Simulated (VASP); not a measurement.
# Ge16N (a cell with a defect) in VASP: a series of runs

Ge16N (a cell with a defect) is run at these levels: PBE+D3(BJ); tasks: single point.

Everything below comes from runs of VASP 6.6.1. Logs are shortened: lines on timing, memory, paths and dates and some standing lists are left out, and cuts for length are marked.

**1. The cell of the first run**

The cell holds a defect, 17 atoms: a = 8.004 Å, b = 8.004 Å, c = 8.004 Å, α = 60.00°, β = 60.00°, γ = 60.00°.

**2. Single point, PBE+D3(BJ)**

The input, INCAR:

```
SYSTEM = Ge16N
PREC = Accurate ; ENCUT = 520
EDIFF = 1E-6 ; ISMEAR = -1
SIGMA = 0.15 ; LREAL = Auto
LASPH = .True. ; NELM = 80
ALGO = Normal ; ISIF = 2
LWAVE = .False. ; LCHARG = .False.
GGA = PE ; IVDW = 12
NBANDS = 128
```

The input, KPOINTS:

```
regular mesh
0
Gamma
  2 2 2
  0 0 0
```

The input, POSCAR:

```
Ge16N
1.0
    0.0000000000      5.6600000000      5.6600000000
    5.6600000000      0.0000000000      5.6600000000
    5.6600000000      5.6600000000      0.0000000000
Ge N
16 1
Direct
    0.0328091873      0.0070671378     -0.0261484099
    0.1489487633      0.1465812721      0.1163692580
    0.0032420495     -0.0364752650      0.4468992933
    0.0876590106      0.0298321555      0.6525706714
    0.0102738516      0.5067402827     -0.0203445230
    0.1532155477      0.6418727915      0.0796289753
    0.0239575972      0.5154593640      0.4931978799
    0.1587190813      0.5897438163      0.6245671378
    0.5234628975      0.0074734982     -0.0005477032
    0.6514752650      0.1240724382      0.1289487633
    0.4481713781      0.0764752650      0.4732067138
    0.6211307420      0.1262190813      0.6015194346
    0.5053975265      0.5181890459     -0.0009805654
    0.6391431095      0.6380830389      0.1349204947
    0.5280830389      0.5131360424      0.4895141343
    0.6505742049      0.6125000000      0.6354151943
    0.1853533569      0.2627915194      0.4690106007
```

Potentials or basis: VASP PAW PBE potentials, release 64 (Ge_d, N).

Command:

```
$ cat potpaw_PBE.64/Ge_d/POTCAR potpaw_PBE.64/N/POTCAR > POTCAR
$ mpirun -np 1 vasp_std > vasp.out
```

OUTCAR:

```text
SYSTEM = Ge16N
   PREC = Accurate
   ENCUT = 520
   EDIFF = 1E-6
   ISMEAR = -1
   LREAL = Auto
   LASPH = .True.
   NELM = 80
   ISIF = 2
   GGA = PE
   IVDW = 12
 IVDW          = 12

 ion  position               nearest neighbor table
   1  0.033  0.007  0.974-   4 2.31   6 2.39  10 2.50   2 2.60
   2  0.149  0.147  0.116-   3 2.29   5 2.37   9 2.45   1 2.60
   3  0.003  0.964  0.447-   2 2.29   4 2.41   8 2.51  12 2.53
   4  0.088  0.030  0.653-  17 1.95   1 2.31   3 2.41  11 2.63
   5  0.010  0.507  0.980-   8 2.34   2 2.37  14 2.44   6 2.48
   6  0.153  0.642  0.080-  13 2.32   1 2.39   5 2.48   7 2.71
   7  0.024  0.515  0.493-  17 1.82   8 2.24  16 2.45   6 2.71
   8  0.159  0.590  0.625-   7 2.24   5 2.34  15 2.44   3 2.51
   9  0.523  0.007  0.999-  14 2.42  10 2.45   2 2.45  12 2.62
  10  0.651  0.124  0.129-  11 2.34   9 2.45   1 2.50  13 2.58
  11  0.448  0.076  0.473-  17 1.88  10 2.34  12 2.35   4 2.63
  12  0.621  0.126  0.602-  11 2.35   3 2.53  15 2.56   9 2.62
  13  0.505  0.518  0.999-   6 2.32  16 2.39  14 2.55  10 2.58
  14  0.639  0.638  0.135-  15 2.32   9 2.42   5 2.44  13 2.55
  15  0.528  0.513  0.490-  14 2.32  16 2.41   8 2.44  12 2.56
  16  0.651  0.612  0.635-  13 2.39  15 2.41   7 2.45
  17  0.185  0.263  0.469-   7 1.82  11 1.88   4 1.95

  LATTYP: Found a face centered cubic cell.
 ALAT       =    11.3200000000

  Lattice vectors:

 A1 = (   0.0000000000,   5.6600000000,   5.6600000000)
 A2 = (   5.6600000000,   0.0000000000,   5.6600000000)
 A3 = (   5.6600000000,   5.6600000000,   0.0000000000)

Analysis of symmetry for initial positions (statically):
=====================================================================
 Subroutine PRICEL returns:
 Original cell was already a primitive cell.

 Routine SETGRP: Setting up the symmetry group for a
 face centered cubic supercell.

 Subroutine GETGRP returns: Found  1 space group operations
 (whereof  1 operations were pure point group operations)
 out of a pool of 48 trial point group operations.

The static configuration has the point symmetry C_1 .

Analysis of symmetry for dynamics (positions and initial velocities):
=====================================================================
 Subroutine PRICEL returns:
 Original cell was already a primitive cell.

 Routine SETGRP: Setting up the symmetry group for a
 face centered cubic supercell.

 Subroutine GETGRP returns: Found  1 space group operations
 (whereof  1 operations were pure point group operations)
 out of a pool of 48 trial point group operations.

The dynamic configuration has the point symmetry C_1 .

 Subroutine INISYM returns: Found  1 space group operations
 (whereof  1 operations are pure point group operations),
 and found     1 'primitive' translations

----------------------------------------------------------------------------------------

                                     Primitive cell

  volume of cell :     362.6430

  direct lattice vectors                    reciprocal lattice vectors
     0.000000000  5.660000000  5.660000000    -0.088339223  0.088339223  0.088339223
     5.660000000  0.000000000  5.660000000     0.088339223 -0.088339223  0.088339223
     5.660000000  5.660000000  0.000000000     0.088339223  0.088339223 -0.088339223

  length of vectors
     8.004448763  8.004448763  8.004448763     0.153008022  0.153008022  0.153008022

  position of ions in fractional coordinates (direct lattice)
     0.032809187  0.007067138  0.973851590
     0.148948763  0.146581272  0.116369258
     0.003242050  0.963524735  0.446899293
     0.087659011  0.029832156  0.652570671
     0.010273852  0.506740283  0.979655477
     0.153215548  0.641872791  0.079628975
[... 9 lines left out ...]
     0.650574205  0.612500000  0.635415194
     0.185353357  0.262791519  0.469010601

  ion indices of the primitive-cell ions
   primitive index   ion index
                 1           1
                 2           2
                 3           3
                 4           4
                 5           5
                 6           6
[... 9 lines left out ...]
                16          16
                17          17

----------------------------------------------------------------------------------------

 KPOINTS: regular mesh

Automatic generation of k-mesh.
 Grid dimensions read from file:
 generate k-points for:    2    2    2

 Generating k-lattice:

  Cartesian coordinates                     Fractional coordinates (reciprocal lattice)
    -0.044169611  0.044169611  0.044169611     0.500000000  0.000000000  0.000000000
     0.044169611 -0.044169611  0.044169611     0.000000000  0.500000000  0.000000000
     0.044169611  0.044169611 -0.044169611     0.000000000  0.000000000  0.500000000

  Length of vectors
     0.076504011  0.076504011  0.076504011

  Shift w.r.t. Gamma in fractional coordinates (k-lattice)
     0.000000000  0.000000000  0.000000000

 Subroutine IBZKPT returns following result:
 ===========================================

 Found      8 irreducible k-points:

 Following reciprocal coordinates:
            Coordinates               Weight
  0.000000  0.000000  0.000000      1.000000
  0.500000  0.000000  0.000000      1.000000
  0.000000  0.500000  0.000000      1.000000
  0.000000  0.000000  0.500000      1.000000
  0.500000  0.500000  0.500000      1.000000
  0.500000  0.500000  0.000000      1.000000
  0.000000  0.500000  0.500000      1.000000
  0.500000  0.000000  0.500000      1.000000
   k-points           NKPTS =      8   k-points in BZ     NKDIM =      8   number of bands    NBANDS=    128
   number of dos      NEDOS =    301   number of ions     NIONS =     17
   total plane-waves  NPLWV = 216000
   dimension x,y,z NGX =    60 NGY =   60 NGZ =   60
   dimension x,y,z NGXF=   120 NGYF=  120 NGZF=  120
   ions per type =              16   1
   NGX,Y,Z   is equivalent  to a cutoff of  12.46, 12.46, 12.46 a.u.
   NGXF,Y,Z  is equivalent  to a cutoff of  24.92, 24.92, 24.92 a.u.
 SYSTEM =  Ge16N
   PREC   = accura    normal or accurate (medium, high low for compatibility)
   ISTART =      0    job   : 0-new  1-cont  2-samecut
   ICHARG =      2    charge: 1-file 2-atom 10-const
   ISPIN  =      1    spin polarized calculation?
   LNONCOLLINEAR =      F non collinear calculations
   LSORBIT =      F    spin-orbit coupling
   LASPH  =      T    aspherical Exc in radial PAW
   ENCUT  =  520.0 eV  38.22 Ry    6.18 a.u.  14.88 14.88 14.88*2*pi/ulx,y,z
   NELM   =     80;   NELMIN=  2; NELMDL= -5     # of ELM steps
   EDIFF  = 0.1E-05   stopping-criterion for ELM
   LREAL  =      T    real-space projection
   EDIFFG = 0.1E-04   stopping-criterion for IOM
   NSW    =      0    number of steps for IOM
   IBRION =     -1    ionic relax: 0-MD 1-quasi-New 2-CG
   NFREE  =      0    steps in history (QN), initial steepest desc. (CG)
   ISIF   =      2    stress and relaxation
   ISYM   =      2    0-nonsym 1-usesym 2-fastsym
   POTIM  = 0.5000    time-step for ionic-motion
   TEBEG  =    0.0;   TEEND  =   0.0 temperature during run
   PSTRESS=    0.0 pullay stress
   NELECT =     229.0000    total number of electrons
   NUPDOWN=      -1.0000    fix difference up-down
   EMIN   =  10.00;   EMAX   =-10.00  energy-range for DOS
   EFERMI =   0.00;   METHOD = LEGACY
   ISMEAR =    -1;   SIGMA  =   0.15  broadening in eV -4-tet -1-fermi 0-gaus
   EFERMI_NEDOS =   21; number of points for ismear=-14 and -15
   IALGO  =     38    algorithm
   IMIX   =      4    mixing-type and parameters
     AMIX     =   0.40;   BMIX     =  1.00
     AMIX_MAG =   1.60;   BMIX_MAG =  1.00
  volume/ion in A,a.u.               =      21.33       143.96
  Fermi-wavevector in a.u.,A,eV,Ry     =   1.404517  2.654152 26.839765  1.972667
  Thomas-Fermi vector in A             =   2.527070
   LORBIT       =      0    0 simple, 1 ext, 2 COOP (PROOUT), +10 PAW based schemes
   GGA     = PE    functional components
   LHFCALC =     F    Hartree Fock is set to
   AEXX    =    0.0000 exact exchange contribution
   IVDW    =    12    specifies the selected vdW correction
   LEPSILON=     F    determine dielectric tensor
   LRPA    =     F    only Hartree local field effects (RPA)
 non-spin polarized calculation
  energy-cutoff  :      520.00
  volume of cell :      362.64
 maximum number of plane-waves:      9841
 NGX is ok and might be reduce to    60
   NGX = 29   NGY = 29   NGZ = 29

 number of electron     229.0000004 magnetization

 Free energy of the ion-electron system (eV)
  ---------------------------------------------------
  ext. energy  EPLUGINS =         0.00000000
  ---------------------------------------------------
  free energy    TOTEN  =       -74.43300191 eV

  energy without entropy =      -74.07960510  energy(sigma->0) =      -74.25630351

 E-fermi :   5.0829     XC(G=0): -10.0664

 val. band max:        5.0559112291   @ k =   0.5000   0.5000   0.5000
 cond. band min:       5.1010771765   @ k =   0.0000   0.0000   0.0000
 fundamental gap:      0.0451659473
 Fermi energy:         5.0829282857

 k-point     1 :       0.0000    0.0000    0.0000
  band No.  band energies     occupation
      1     -19.9340      2.00000
      2     -19.9057      2.00000
      3     -19.8764      2.00000
      4     -19.8662      2.00000
      5     -19.8544      2.00000
      6     -19.8378      2.00000
[... 118 lines left out ...]
    125       7.0227      0.00000
    126       7.4143      0.00000

 k-point     2 :       0.5000    0.0000    0.0000
  band No.  band energies     occupation
      1     -19.9350      2.00000
      2     -19.9119      2.00000
      3     -19.8885      2.00000
      4     -19.8615      2.00000
      5     -19.8507      2.00000
      6     -19.8370      2.00000
[... 892 lines left out ...]
    125       8.6552      0.00000
    126       8.9780      0.00000
 [bands above 126 left out]

------------------------ aborting loop because EDIFF is reached ----------------------------------------

 Edisp (eV)   -5.01182

 E8    (eV) :    -2.2202

  FORCE on cell =-STRESS in cart. coord.  units (eV):
  Direction    XX          YY          ZZ          XY          YZ          ZX
  --------------------------------------------------------------------------------------
  -------------------------------------------------------------------------------------
  Total      12.81032    11.54562    13.84819     4.59183    -0.45359    -0.95610
  in kB      56.59673    51.00919    61.18209    20.28696    -2.00401    -4.22410
  external pressure =       56.26 kB  Pullay stress =        0.00 kB

 VOLUME and BASIS-vectors are now :
 -----------------------------------------------------------------------------
  energy-cutoff  :      520.00
  volume of cell :      362.64
      direct lattice vectors                 reciprocal lattice vectors
     0.000000000  5.660000000  5.660000000    -0.088339223  0.088339223  0.088339223
     5.660000000  0.000000000  5.660000000     0.088339223 -0.088339223  0.088339223
     5.660000000  5.660000000  0.000000000     0.088339223  0.088339223 -0.088339223

 POSITION                                       TOTAL-FORCE (eV/Angst)
 -----------------------------------------------------------------------------------
      5.55200      5.69770      0.22570         1.822821      0.457782     -0.053007
      1.48830      1.50170      1.67270        -1.579843     -0.466754      0.491826
      7.98300      2.54780      5.47190         1.010013      0.443337     -1.820991
      3.86240      4.18970      0.66500        -0.360670     -0.677079      1.140974
      8.41300      5.60300      2.92630         1.293383      0.498366      0.053888
      4.08370      1.31790      4.50020         1.205603      0.109995     -1.355487
[... 9 lines left out ...]
      7.06320      7.27870      7.14900         0.208578     -0.456410      0.552743
      4.14200      3.70370      2.53650        -1.114414      0.196382     -0.945841
 -----------------------------------------------------------------------------------
    total drift:                                0.003644      0.002511      0.004074

  FREE ENERGIE OF THE ION-ELECTRON SYSTEM (eV)
  ---------------------------------------------------
  free  energy   TOTEN  =       -79.4448250956 eV

  energy  without entropy=      -79.0914282947  energy(sigma->0) =      -79.26812670
```

Run time: 9.4 min. Hardware: 1 thread of Intel Xeon 6975P-C (Granite Rapids), shared host; peak memory 0.59 GiB.

Results:

* Free energy: -79.4448 eV
* Pressure: 5.6 GPa
* Largest force: 2.392 eV/Å
* Band gap on the k mesh: zero (an odd number of electrons rules out a gap without spin polarisation)
* Dispersion energy per atom: -0.295 eV

Forces on the atoms (eV/Å):
```
Ge   1.823  0.458 -0.053
Ge  -1.580 -0.467  0.492
Ge   1.010  0.443 -1.821
Ge  -0.361 -0.677  1.141
Ge   1.293  0.498  0.054
Ge   1.206  0.110 -1.355
Ge  -1.398 -1.931 -0.194
Ge   0.601  0.261  1.792
Ge  -0.339 -0.828  0.600
Ge  -0.631 -0.691  1.055
Ge  -0.088  0.177 -1.215
Ge   1.018  1.450  0.684
Ge  -0.567  1.646  0.332
Ge  -1.124 -1.259  0.104
Ge   0.042  1.069 -1.220
Ge   0.209 -0.456  0.553
N   -1.114  0.196 -0.946
```

Stress tensor (GPa, compression positive):
```
 5.66  2.03 -0.42
 2.03  5.10 -0.20
-0.42 -0.20  6.12
```

Caveat: the k points lie up to 0.48 Å⁻¹ apart, too coarse for converged energies and pressures of a metal.

(Continued in part 2 of 2.)
